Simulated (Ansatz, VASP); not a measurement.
Si3N4 in VASP and in Ansatz

```
CELL_PARAMETERS angstrom
7.69495 0.00000 0.00000
-3.84747 6.66402 0.00000
0.00000 0.00000 2.94049
ATOMIC_POSITIONS crystal
Si 0.76963 0.17563 0.32563
Si 0.59401 0.76963 0.82563
Si 0.82437 0.59401 0.32563
Si 0.23037 0.82437 0.82563
Si 0.40599 0.23037 0.32563
Si 0.17563 0.40599 0.82563
N 0.03155 0.33007 0.32563
N 0.70147 0.03155 0.82563
N 0.66993 0.70147 0.32563
N 0.96845 0.66993 0.82563
N 0.29853 0.96845 0.32563
N 0.33007 0.29853 0.82563
N 0.33333 0.66667 0.82563
N 0.66667 0.33333 0.32563
```

Change from the starting cell: volume scaled by 1.04, ions relaxed.

Alike in both runs: functional PBE; k mesh 4 × 4 × 10; occupations fermi-dirac, width 0.02 eV; no spin polarisation.

Ansatz relaxed the structure, and its values are those at the end. VASP's run is a single point on that final structure, the one shown.

|  | VASP | Ansatz |
| --- | --- | --- |
| version | VASP 6.6.1 | Ansatz 0.2.0 |
| potentials or method | VASP PAW PBE potentials, release 64 (Si, N) | plane-wave PAW, scalar-relativistic |
| plane-wave cutoff (eV) | 520 | 420 |
| valence electrons in the cell | 64 | 64 |

Ansatz gave:

| Item | Value |
| --- | --- |
| gap on the k mesh at the Fermi level (eV) | 4.20 |
| pressure (GPa) | -3.0 |

**Question.** Which values does VASP return?

**Answer.** gap on the k mesh at the Fermi level (eV): 4.19; pressure (GPa): -3.2.

Ansatz's warnings: stress scf threshold loose.
